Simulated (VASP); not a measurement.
# C (C2/m) in VASP: a series of runs

C is run at these levels: LDA; tasks: single point.

Program: VASP 6.6.1. These are calculated values, not measurements. Logs are shortened: lines on timing, memory, paths and dates and some standing lists are left out, and cuts for length are marked.

### 1 The cell of the first run

The typed cell holds 2 atoms: a = 2.445 Å, b = 2.445 Å, c = 3.616 Å, α = 109.74°, β = 109.74°, γ = 60.00°.

### 2 Single point, LDA

The input, INCAR:

```
PREC = Accurate
ENCUT = 520
EDIFF = 1E-6
ISMEAR = 0
SIGMA = 0.05
LREAL = F
LASPH = T
NELM = 80
ALGO = Normal
ISIF = 2
LWAVE = F
LCHARG = T
LELF = T
LVHAR = T
NBANDS = 11
```

The input, KPOINTS:

```
Automatic mesh
0
Gamma
  14 14 10
```

The input, POSCAR:

```
C
1.0
    2.1172982844     -1.2224340469     -0.0115975247
    2.1172982844      1.2224340469     -0.0115975247
   -1.3916690928      0.0000000000      3.3373019203
C
2
Direct
    0.8333830096      0.8333830096      0.0001497828
    0.1666169904      0.1666169904      0.9998502172
```

Potentials or basis: VASP PAW LDA potentials, release 64 (C).

Command:

```sh
$ cat potpaw_LDA.64/C/POTCAR > POTCAR
$ mpirun -np 1 vasp_std > vasp.out
```

OUTCAR:

```text
PREC = Accurate
   ENCUT = 520
   EDIFF = 1E-6
   ISMEAR = 0
   LREAL = F
   LASPH = T
   NELM = 80
   ISIF = 2

 ion  position               nearest neighbor table
   1  0.833  0.833  0.000-   2 1.41   2 1.41   2 1.41
   2  0.167  0.167  1.000-   1 1.41   1 1.41   1 1.41

  LATTYP: Found a base centered monoclinic cell.
 ALAT       =     4.2346600939
 B/A-ratio  =     0.5773469510
 C/A-ratio  =     0.8538687405
 COS(beta)  =    -0.3899305657

  Lattice vectors:

 A1 = (   2.1172982844,  -1.2224340469,  -0.0115975247)
 A2 = (   2.1172982844,   1.2224340469,  -0.0115975247)
 A3 = (  -1.3916690928,   0.0000000000,   3.3373019203)

Analysis of symmetry for initial positions (statically):
=====================================================================
 Subroutine PRICEL returns:
 Original cell was already a primitive cell.

 Routine SETGRP: Setting up the symmetry group for a
 base centered monoclinic supercell.

 Subroutine GETGRP returns: Found  4 space group operations
 (whereof  4 operations were pure point group operations)
 out of a pool of  4 trial point group operations.

The static configuration has the point symmetry C_2h.

Analysis of symmetry for dynamics (positions and initial velocities):
=====================================================================
 Subroutine PRICEL returns:
 Original cell was already a primitive cell.

 Routine SETGRP: Setting up the symmetry group for a
 base centered monoclinic supercell.

 Subroutine GETGRP returns: Found  4 space group operations
 (whereof  4 operations were pure point group operations)
 out of a pool of  4 trial point group operations.

The dynamic configuration has the point symmetry C_2h.

 Subroutine INISYM returns: Found  4 space group operations
 (whereof  4 operations are pure point group operations),
 and found     1 'primitive' translations

----------------------------------------------------------------------------------------

                                     Primitive cell

  volume of cell :      17.2361

  direct lattice vectors                    reciprocal lattice vectors
     2.117298284 -1.222434047 -0.011597525     0.236690641 -0.409020021  0.098701004
     2.117298284  1.222434047 -0.011597525     0.236690641  0.409020021  0.098701004
    -1.391669093  0.000000000  3.337301920     0.001645057  0.000000000  0.300329248

  length of vectors
     2.444878632  2.444878632  3.615843881     0.482764669  0.482764669  0.300333753

  position of ions in fractional coordinates (direct lattice)
     0.833383010  0.833383010  0.000149783
     0.166616990  0.166616990  0.999850217

  ion indices of the primitive-cell ions
   primitive index   ion index
                 1           1
                 2           2

----------------------------------------------------------------------------------------

 KPOINTS: Automatic mesh

Automatic generation of k-mesh.
 Grid dimensions read from file:
 generate k-points for:   14   14   10

 Generating k-lattice:

  Cartesian coordinates                     Fractional coordinates (reciprocal lattice)
     0.016906474 -0.029215716  0.007050072     0.071428571 -0.000000000  0.000000000
     0.016906474  0.029215716  0.007050072    -0.000000000  0.071428571  0.000000000
     0.000164506  0.000000000  0.030032925     0.000000000  0.000000000  0.100000000

  Length of vectors
     0.034483191  0.034483191  0.030033375

  Shift w.r.t. Gamma in fractional coordinates (k-lattice)
     0.000000000  0.000000000  0.000000000

 Subroutine IBZKPT returns following result:
 ===========================================

 Found    534 irreducible k-points:

 Following reciprocal coordinates:
            Coordinates               Weight
  0.000000  0.000000  0.000000      1.000000
  0.071429  0.000000  0.000000      4.000000
  0.142857  0.000000  0.000000      4.000000
  0.214286  0.000000  0.000000      4.000000
  0.285714  0.000000  0.000000      4.000000
  0.357143  0.000000  0.000000      4.000000
[... 16 lines left out ...]
  0.214286  0.142857  0.000000      4.000000
  0.285714  0.142857  0.000000      4.000000
 [... further k-points ...]
   k-points           NKPTS =    534   k-points in BZ     NKDIM =    534   number of bands    NBANDS=     11
   number of dos      NEDOS =    301   number of ions     NIONS =      2
   total plane-waves  NPLWV =   9072
   dimension x,y,z NGX =    18 NGY =   18 NGZ =   28
   dimension x,y,z NGXF=    36 NGYF=   36 NGZF=   56
   ions per type =               2
   NGX,Y,Z   is equivalent  to a cutoff of  12.24, 12.24, 12.87 a.u.
   NGXF,Y,Z  is equivalent  to a cutoff of  24.48, 24.48, 25.75 a.u.
 SYSTEM =  unknown system
   PREC   = accura    normal or accurate (medium, high low for compatibility)
   ISTART =      0    job   : 0-new  1-cont  2-samecut
   ICHARG =      2    charge: 1-file 2-atom 10-const
   ISPIN  =      1    spin polarized calculation?
   LNONCOLLINEAR =      F non collinear calculations
   LSORBIT =      F    spin-orbit coupling
   LASPH  =      T    aspherical Exc in radial PAW
   ENCUT  =  520.0 eV  38.22 Ry    6.18 a.u.   4.55  4.55  6.72*2*pi/ulx,y,z
   NELM   =     80;   NELMIN=  2; NELMDL= -5     # of ELM steps
   EDIFF  = 0.1E-05   stopping-criterion for ELM
   LREAL  =      F    real-space projection
   EDIFFG = 0.1E-04   stopping-criterion for IOM
   NSW    =      0    number of steps for IOM
   IBRION =     -1    ionic relax: 0-MD 1-quasi-New 2-CG
   NFREE  =      0    steps in history (QN), initial steepest desc. (CG)
   ISIF   =      2    stress and relaxation
   ISYM   =      2    0-nonsym 1-usesym 2-fastsym
   POTIM  = 0.5000    time-step for ionic-motion
   TEBEG  =    0.0;   TEEND  =   0.0 temperature during run
   PSTRESS=    0.0 pullay stress
   NELECT =       8.0000    total number of electrons
   NUPDOWN=      -1.0000    fix difference up-down
   EMIN   =  10.00;   EMAX   =-10.00  energy-range for DOS
   EFERMI =   0.00;   METHOD = LEGACY
   ISMEAR =     0;   SIGMA  =   0.05  broadening in eV -4-tet -1-fermi 0-gaus
   EFERMI_NEDOS =   21; number of points for ismear=-14 and -15
   IALGO  =     38    algorithm
   IMIX   =      4    mixing-type and parameters
     AMIX     =   0.40;   BMIX     =  1.00
     AMIX_MAG =   1.60;   BMIX_MAG =  1.00
  volume/ion in A,a.u.               =       8.62        58.16
  Fermi-wavevector in a.u.,A,eV,Ry     =   1.267530  2.395284 21.859556  1.606632
  Thomas-Fermi vector in A             =   2.400673
   LORBIT       =      0    0 simple, 1 ext, 2 COOP (PROOUT), +10 PAW based schemes
   GGA     = CA    functional components
   LHFCALC =     F    Hartree Fock is set to
   AEXX    =    0.0000 exact exchange contribution
   IVDW    =     0    specifies the selected vdW correction
   LEPSILON=     F    determine dielectric tensor
   LRPA    =     F    only Hartree local field effects (RPA)
 non-spin polarized calculation
 Gauss-broadening in eV      SIGMA  =   0.05
  energy-cutoff  :      520.00
  volume of cell :       17.24
 maximum number of plane-waves:       476
   NGX =  9   NGY =  9   NGZ = 13

 number of electron       8.0000000 magnetization

 Free energy of the ion-electron system (eV)
  ---------------------------------------------------
  ext. energy  EPLUGINS =         0.00000000
  ---------------------------------------------------
  free energy    TOTEN  =       -20.22425294 eV

  energy without entropy =      -20.22425294  energy(sigma->0) =      -20.22425294

 E-fermi :   4.7725     XC(G=0): -10.8530

 val. band max:        4.5151398195   @ k =  -0.3571   0.3571   0.5000
 cond. band min:       5.1651552328   @ k =  -0.3571   0.3571   0.5000
 fundamental gap:      0.6500154133
 Fermi energy:         4.7725379597

 k-point     1 :       0.0000    0.0000    0.0000
  band No.  band energies     occupation
      1     -14.8656      2.00000
      2      -1.8899      2.00000
      3       1.7943      2.00000
      4       1.7945      2.00000
      5       8.6274      0.00000
      6      13.2663      0.00000
      7      13.2663      0.00000
      8      16.3281      0.00000
      9      18.2962      0.00000
     10      27.5123      0.00000
     11      30.3597      0.00000

 k-point     2 :       0.0714    0.0000    0.0000
  band No.  band energies     occupation
      1     -14.7409      2.00000
      2      -1.7635      2.00000
      3       1.3180      2.00000
      4       1.5367      2.00000
      5       8.8050      0.00000
      6      13.3376      0.00000
      7      13.7907      0.00000
      8      15.8928      0.00000
      9      18.4883      0.00000
     10      27.9021      0.00000
     11      29.3869      0.00000

 k-point     3 :       0.1429    0.0000    0.0000
  band No.  band energies     occupation
      1     -14.3681      2.00000
      2      -1.3861      2.00000
      3       0.0628      2.00000
      4       0.8980      2.00000
      5       9.3371      0.00000
      6      13.4036      0.00000
      7      14.7141      0.00000
      8      15.2179      0.00000
      9      19.0932      0.00000
     10      27.0897      0.00000
     11      28.9690      0.00000

 k-point     4 :       0.2143    0.0000    0.0000
  band No.  band energies     occupation
      1     -13.7505      2.00000
      2      -1.6399      2.00000
      3      -0.7634      2.00000
      4       0.1260      2.00000
      5      10.2120      0.00000
      6      12.9845      0.00000
      7      13.3861      0.00000
      8      17.2626      0.00000
      9      20.0008      0.00000
     10      25.0111      0.00000
     11      27.7953      0.00000
[... 239 lines left out ...]
 k-point    22 :       0.1429    0.1429    0.0000
  band No.  band energies     occupation
      1     -14.3483      2.00000
      2      -1.5504      2.00000
      3       0.0807      2.00000
      4       0.8826      2.00000
      5       9.6695      0.00000
      6      13.3605      0.00000
      7      14.6746      0.00000
      8      15.2202      0.00000
      9      19.1356      0.00000
     10      26.7273      0.00000
     11      28.8947      0.00000

 k-point    23 :       0.2143    0.1429    0.0000
  band No.  band energies     occupation
      1     -13.9685      2.00000
      2      -1.2438      2.00000
      3      -0.8268      2.00000
      4       0.1847      2.00000
      5      10.3455      0.00000
      6      13.5204      0.00000
      7      13.8125      0.00000
      8      15.9534      0.00000
      9      19.9459      0.00000
     10      24.9641      0.00000
     11      29.3711      0.00000

 k-point    24 :       0.2857    0.1429    0.0000
  band No.  band energies     occupation
      1     -13.3471      2.00000
      2      -1.9968      2.00000
      3      -0.9022      2.00000
      4      -0.6762      2.00000
      5      11.3386      0.00000
      6      12.1995      0.00000
      7      14.5429      0.00000
      8      16.4228      0.00000
      9      21.3295      0.00000
     10      22.9568      0.00000
     11      28.7702      0.00000

 [... further k-points ...]
[... 5 lines left out ...]
  --------------------------------------------------------------------------------------
  -------------------------------------------------------------------------------------
  Total        0.1380027      0.1383271     -0.0143011      0.0000000      0.0000000     -0.0011405
  in kB       12.8279771     12.8581318     -1.3293493      0.0000000      0.0000000     -0.1060146
  external PRESSURE =       8.1189199 kB  Pullay stress =       0.0000000 kB

 VOLUME and BASIS-vectors are now :
 -----------------------------------------------------------------------------
  energy-cutoff  :      520.00
  volume of cell :       17.24
      direct lattice vectors                 reciprocal lattice vectors
     2.117298284 -1.222434047 -0.011597525     0.236690641 -0.409020021  0.098701004
     2.117298284  1.222434047 -0.011597525     0.236690641  0.409020021  0.098701004
    -1.391669093  0.000000000  3.337301920     0.001645057  0.000000000  0.300329248

 POSITION                                       TOTAL-FORCE (eV/Angst)
 -----------------------------------------------------------------------------------
      3.52883      0.00000     -0.01883         0.000119      0.000000      0.000364
     -0.68590      0.00000      3.33294        -0.000119      0.000000     -0.000364
 -----------------------------------------------------------------------------------
    total drift:                                0.000000      0.000000     -0.000000

  FREE ENERGIE OF THE ION-ELECTRON SYSTEM (eV)
  ---------------------------------------------------
  free  energy   TOTEN  =       -20.2242529356 eV

  energy  without entropy=      -20.2242529356  energy(sigma->0) =      -20.22425294
```

Run time: 57 s. Hardware: 1 thread of Intel Xeon Platinum 8259CL at 2.50GHz (Skylake/Cascade Lake), shared host; peak memory 0.18 GiB.

Results:

* Free energy: -20.2243 eV
* Pressure: 0.8 GPa
* Band gap on the k mesh: 0.65 eV, direct

Levels at points of the mesh, in eV from the valence-band top:
```
           k point  band 2  band 3  band 4  band 5  band 6  band 7
(0.00, 0.00, 0.00)   -6.41   -2.72   -2.72    4.11    8.75    8.75
(0.50, 0.00, 0.00)  -13.07   -6.15   -1.75    2.25    8.21   11.90
(0.50, 0.50, 0.00)  -12.97   -6.21   -2.52    1.48    7.77   13.31
(0.00, 0.00, 0.50)   -8.53   -2.74   -2.74    8.70    8.70   10.49
(0.50, 0.00, 0.50)  -12.97   -6.21   -2.52    1.48    7.77   13.31
(0.50, 0.50, 0.50)  -13.07   -6.15   -1.75    2.25    8.21   11.91
```

A k mesh can miss the band edges. LDA gaps usually lie below the measured ones, often by a third to a half.

[end of part 1 of 2]
